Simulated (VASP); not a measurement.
# Ga in VASP: notebook, part 2 of 2

VASP 6.6.1. Earlier steps stand in the parts before.

### 4 Single point, PBE (volume scaled by 1.02)

File INCAR:

```
SYSTEM = Ga
PREC = Accurate
ENCUT = 520
EDIFF = 1E-6
ISMEAR = -1
SIGMA = 0.08
LREAL = .False.
LASPH = .True.
NELM = 100
ALGO = Normal
ISIF = 2
LWAVE = .False.
LCHARG = .False.
GGA = PE
NBANDS = 20
```

File KPOINTS:

```
regular mesh
0
Gamma
  12 12 10
  0 0 0
```

File POSCAR:

```
Ga
1.0
    1.4596029289     -4.0919213144      0.0000000000
    1.4596029289      4.0919213144      0.0000000000
    0.0000000000      0.0000000000      3.1909939893
Ga
2
Direct
    0.8670000000      0.1330000000      0.2500000000
    0.1330000000      0.8670000000      0.7500000000
```

The run is started by

```console
> cat potpaw_PBE.64/Ga_d/POTCAR > POTCAR
> mpirun -np 1 vasp_std > vasp.out
```

Wall time 2.8 min (1 thread of Intel Xeon Platinum 8259CL at 2.50GHz (Skylake/Cascade Lake), shared host); peak memory 0.28 GiB.

It converged, with:

```
Free energy            : -5.7653 eV
Pressure               : 0.6 GPa
Largest force          : 0.186 eV/Å
Band gap on the k mesh : zero (band 13 reaches 10.53 eV, above the bottom of band 14 at 1.32 eV)
```

Forces on the atoms (eV/Å):
```
Ga   0.000  0.186  0.000
Ga   0.000 -0.186  0.000
```

Stress tensor (GPa, compression positive):
```
-1.62  0.00  0.00
 0.00  1.84  0.00
 0.00  0.00  1.55
```

Levels at points of the mesh, in eV from the Fermi level:
```
           k point  band 9  band 10  band 11  band 12  band 13  band 14  band 15  band 16  band 17  band 18
(0.00, 0.00, 0.00)  -14.84   -14.69   -11.11    -2.23    -1.65     2.85     6.50     7.70     8.62    10.31
(0.50, 0.00, 0.00)  -14.75   -14.74    -6.67    -5.35    -1.73    -0.46     6.37     6.60     8.74     9.16
(0.50, 0.50, 0.00)  -14.80   -14.75    -9.11    -8.48     5.05     5.70     5.76     6.91     7.04     9.27
(0.00, 0.00, 0.50)  -14.77   -14.77    -7.34    -7.34     1.83     1.83     2.43     2.43    10.15    10.15
(0.50, 0.00, 0.50)  -14.74   -14.74    -3.07    -3.07    -1.59    -1.59     1.83     1.83     4.18     4.18
(0.50, 0.50, 0.50)  -14.81   -14.81    -5.58    -5.58    -4.16    -4.16     9.43     9.43    11.23    11.23
```

### 5 Single point, PBE (equal xy, yz and zx shear strains of -1 %)

File INCAR:

```
SYSTEM = Ga
  PREC = Accurate
  ENCUT = 520
  EDIFF = 1E-6
  ISMEAR = -1
  SIGMA = 0.08
  LREAL = .FALSE.
  LASPH = .TRUE.
  NELM = 100
  ALGO = Normal
  ISIF = 2
  LWAVE = .FALSE.
  LCHARG = .TRUE.
  GGA = PE
  LELF = .TRUE.
  LVHAR = .TRUE.
  NBANDS = 20
```

File KPOINTS:

```
Automatic mesh
0
G
  12 12 10
  0 0 0
```

File POSCAR:

```
Ga
1.0
    1.4703250000     -4.0722500000      0.0130750000
    1.4296750000      4.0577500000     -0.0275750000
   -0.0158500000     -0.0158500000      3.1700000000
Ga
2
Direct
    0.8670000000      0.1330000000      0.2500000000
    0.1330000000      0.8670000000      0.7500000000
```

The run is started by

```console
> cat potpaw_PBE.64/Ga_d/POTCAR > POTCAR
> mpirun -np 1 vasp_std > vasp.out
```

Run time: 5.8 min. Hardware: 1 thread of Intel Xeon Platinum 8259CL at 2.50GHz (Skylake/Cascade Lake), shared host; peak memory 0.51 GiB.

Results (log left out):

```yaml
Free_energy: -5.7592 eV
Pressure: 1.6 GPa
Largest_force: 0.197 eV/Å
Band_gap_on_the_k_mesh: zero (band 13 reaches 10.78 eV, above the bottom of band 14 at 1.43 eV)
```

Forces on the atoms (eV/Å):
```
Ga  -0.009  0.197  0.008
Ga   0.009 -0.197 -0.008
```

Stress tensor (GPa, compression positive):
```
-0.74  0.03 -0.09
 0.03  2.88  0.42
-0.09  0.42  2.77
```

Levels at points of the mesh, in eV from the Fermi level:
| k point | band 11 | band 12 | band 13 | band 14 | band 15 | band 16 |
| --- | --- | --- | --- | --- | --- | --- |
| (0.00, 0.00, 0.00) | -11.26 | -2.29 | -1.60 | 2.88 | 6.56 | 7.81 |
| (0.50, 0.00, 0.00) | -6.77 | -5.44 | -1.71 | -0.35 | 6.34 | 6.68 |
| (0.00, 0.50, 0.00) | -6.68 | -5.44 | -1.85 | -0.54 | 6.57 | 6.77 |
| (0.50, 0.50, 0.00) | -9.24 | -8.60 | 5.11 | 5.77 | 5.83 | 7.07 |
| (0.00, 0.00, 0.50) | -7.44 | -7.43 | 1.75 | 1.90 | 2.42 | 2.56 |
| (0.50, 0.00, 0.50) | -3.12 | -3.11 | -1.63 | -1.61 | 1.78 | 2.09 |
| (0.00, 0.50, 0.50) | -3.05 | -3.03 | -1.65 | -1.56 | 1.76 | 1.76 |
| (0.50, 0.50, 0.50) | -5.70 | -5.53 | -4.27 | -4.24 | 9.56 | 9.57 |

Caveat: the cell differs from its parent crystal (equal xy, yz and zx shear strains of -1 %).

### 6 Single point, PBE (volume scaled by 1.04)

File INCAR:

```
SYSTEM = Ga
PREC = Accurate
ENCUT = 520
EDIFF = 1E-7
ISMEAR = -1
SIGMA = 0.08
LREAL = .False.
LASPH = .True.
NELM = 100
ALGO = Normal
ISIF = 2
LWAVE = .False.
LCHARG = .False.
GGA = PE
NBANDS = 20
```

File KPOINTS:

```
Automatic mesh
0
Gamma
  12 12 10
  0 0 0
```

File POSCAR:

```
Ga
1.0
    1.4690811355     -4.1184929765      0.0000000000
    1.4690811355      4.1184929765      0.0000000000
    0.0000000000      0.0000000000      3.2117153101
Ga
2
Direct
    0.8670000000      0.1330000000      0.2500000000
    0.1330000000      0.8670000000      0.7500000000
```

Potentials or basis: VASP PAW PBE potentials, release 64 (Ga_d).

The run is started by

```console
> cat potpaw_PBE.64/Ga_d/POTCAR > POTCAR
> mpirun -np 1 vasp_std > vasp.out
```

OUTCAR:

```text
SYSTEM = Ga
   PREC = Accurate
   ENCUT = 520
   EDIFF = 1E-7
   ISMEAR = -1
   LREAL = .False.
   LASPH = .True.
   NELM = 100
   ISIF = 2
   GGA = PE

 ion  position               nearest neighbor table
   1  0.867  0.133  0.250-   2 2.72   2 2.72   2 2.91   2 2.91   2 2.91   2 2.91
   2  0.133  0.867  0.750-   1 2.72   1 2.72   1 2.91   1 2.91   1 2.91   1 2.91

  LATTYP: Found a base centered orthorhombic cell.
 ALAT       =     2.9381622710
 B/A-ratio  =     2.8034482759
 C/A-ratio  =     1.0931034483

  Lattice vectors:

[... 192 lines left out ...]
      4      -9.7475      2.00000
      5      -9.5781      2.00000
      6      -9.5663      2.00000
[... 541 lines left out ...]
     19      15.6389      0.00000
     20      17.6338      0.00000

 [... further k-points ...]
[... 5 lines left out ...]
  --------------------------------------------------------------------------------------
  -------------------------------------------------------------------------------------
  Total       -0.5544690      0.2331783      0.1535071      0.0000000      0.0000000      0.0000000
  in kB      -22.8579201      9.6127502      6.3283132      0.0000000      0.0000000      0.0000000
  external PRESSURE =      -2.3056189 kB  Pullay stress =       0.0000000 kB

 VOLUME and BASIS-vectors are now :
 -----------------------------------------------------------------------------
  energy-cutoff  :      520.00
  volume of cell :       38.86
      direct lattice vectors                 reciprocal lattice vectors
     1.469081135 -4.118492976  0.000000000     0.340348799 -0.121403631  0.000000000
     1.469081135  4.118492976  0.000000000     0.340348799  0.121403631  0.000000000
     0.000000000  0.000000000  3.211715310     0.000000000  0.000000000  0.311360100

 POSITION                                       TOTAL-FORCE (eV/Angst)
 -----------------------------------------------------------------------------------
      1.46908     -3.02297      0.80293         0.000000      0.175997      0.000000
      1.46908      3.02297      2.40879         0.000000     -0.175997     -0.000000
 -----------------------------------------------------------------------------------
    total drift:                                0.000000     -0.000000     -0.000000

  FREE ENERGIE OF THE ION-ELECTRON SYSTEM (eV)
  ---------------------------------------------------
  free  energy   TOTEN  =        -5.7664250719 eV

  energy  without entropy=       -5.7486846436  energy(sigma->0) =       -5.75755486
```

Wall time 59 s (1 thread of Intel Xeon 6975P-C (Granite Rapids), shared host); peak memory 0.29 GiB.

What came out:

```
Free energy            : -5.7664 eV
Pressure               : -0.2 GPa
Largest force          : 0.176 eV/Å
Band gap on the k mesh : zero (band 13 reaches 10.29 eV, above the bottom of band 14 at 1.24 eV)
```

Forces on the atoms (eV/Å):
```
Ga   0.000  0.176  0.000
Ga   0.000 -0.176  0.000
```

Stress tensor (GPa, compression positive):
```
-2.29  0.00  0.00
 0.00  0.96  0.00
 0.00  0.00  0.63
```

### 7 Overview

| cell | gap on the mesh (eV) | pressure (GPa) | largest force (eV/Å) |
| --- | --- | --- | --- |
| a = 4.301, b = 4.301, c = 3.159 Å, angles 90.0, 90.0, 140.7°, 2 atoms | none | 2.2 | 0.20 |
| a = 4.330, b = 4.330, c = 3.181 Å, angles 90.0, 90.0, 140.7°, 2 atoms | none | 1.1 | 0.19 |
| a = 4.344, b = 4.344, c = 3.191 Å, angles 90.0, 90.0, 140.7°, 2 atoms | none | 0.6 | 0.19 |
| a = 4.330, b = 4.302, c = 3.170 Å, angles 90.7, 89.7, 140.7°, 2 atoms | none | 1.6 | 0.20 |
| a = 4.373, b = 4.373, c = 3.212 Å, angles 90.0, 90.0, 140.7°, 2 atoms | none | -0.2 | 0.18 |

Alike in all rows: task single point; level PBE; potentials or basis VASP PAW PBE potentials, release 64 (Ga_d); no spin polarisation; k mesh 12 × 12 × 10; cutoff (eV) 520; smearing fermi-dirac 0.08 eV.

Total energies depend on the potentials used, so only differences within one code and one set of settings carry meaning.
